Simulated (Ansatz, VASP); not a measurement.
**One calculation of MoS2, two programs**

```
CELL_PARAMETERS angstrom
3.14139 0.00000 0.00000
-1.57069 2.72052 0.00000
0.00000 0.00000 12.58509
ATOMIC_POSITIONS crystal
Mo 0.66667 0.33333 0.25000
Mo 0.33333 0.66667 0.75000
S 0.66667 0.33333 0.62612
S 0.33333 0.66667 0.37388
S 0.66667 0.33333 0.87388
S 0.33333 0.66667 0.12612
```

Alike in both runs: functional PBEsol; k mesh 12 × 12 × 2; occupations gaussian, width 0.02 eV; no spin polarisation.

Ansatz relaxed the structure, and its values are those at the end. VASP's run is a single point on that final structure, the one shown.

|  | VASP | Ansatz |
| --- | --- | --- |
| version | VASP 6.6.1 | Ansatz 0.2.0 |
| potentials or method | VASP PAW PBE potentials, release 64 (Mo_sv, S), cutoff 520 eV | scalar-relativistic, plane waves, PAW |
| valence electrons in the cell | 52 | 52 |

Ansatz gave:

```
gap on the k mesh at the Fermi level (eV) : 0.98
least direct gap on the mesh (eV)         : 1.74
pressure (GPa)                            : 0.0
```

Task: Estimate VASP's values.

Result: gap on the k mesh at the Fermi level (eV): 1.00; least direct gap on the mesh (eV): 1.75; pressure (GPa): 0.0.

VASP's potentials were made for PBE, not for PBEsol. With one functional, cell and mesh, what is left measures potentials, basis and numerics.
